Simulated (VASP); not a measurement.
Input of a VASP 6.6.1 run:

File INCAR:

```
PREC = Accurate
ENCUT = 520
EDIFF = 1E-6
ISMEAR = 0
SIGMA = 0.1
LREAL = F
LASPH = T
NELM = 60
ALGO = Normal
ISIF = 2
LWAVE = F
LCHARG = F
LDIPOL = T
IDIPOL = 3
DIPOL = 0.5 0.5 0.354
GGA = PE
NBANDS = 53
```

KPOINTS

```
Automatic mesh
0
Gamma
  10 6 1
```

POSCAR

```
SiRu6
1.0
    2.7197977462      0.0000000000      0.0000000000
    0.0000000000      4.2966597640      0.0000000000
    0.0000000000      0.0000000000     20.8383397414
Ru Si
6 1
Direct
    0.0000000000      0.7500000000      0.1919538720
    0.5000000000      0.2500000000      0.2296314409
    0.5000000000      0.7500000000      0.3049865786
    0.0000000000      0.2500000000      0.3407382302
    0.0000000000      0.7500000000      0.4168575075
    0.5000000000      0.2500000000      0.4481326179
    0.8333333333      0.2500000000      0.5478190933
```

Potentials or basis: VASP PAW PBE potentials, release 64 (Ru_pv, Si).

Run with:

```sh
$ cat potpaw_PBE.64/Ru_pv/POTCAR potpaw_PBE.64/Si/POTCAR > POTCAR
$ mpirun -np 1 vasp_std > vasp.out
```

Q: What does it give for the largest force?

A: 1.082 eV/Å.

Q: Estimate the band gap on the k mesh.

A: Zero (band 44 reaches 2.59 eV, above the bottom of band 45 at 1.39 eV).

Forces in eV/Å, atoms in the order of the input:
```
Ru   0.032  0.000  0.879
Ru   0.004  0.000 -0.475
Ru  -0.036  0.000 -0.004
Ru  -0.225  0.000 -1.058
Ru   0.004  0.000 -0.334
Ru  -0.369  0.000  0.976
Si   0.590  0.000  0.016
```
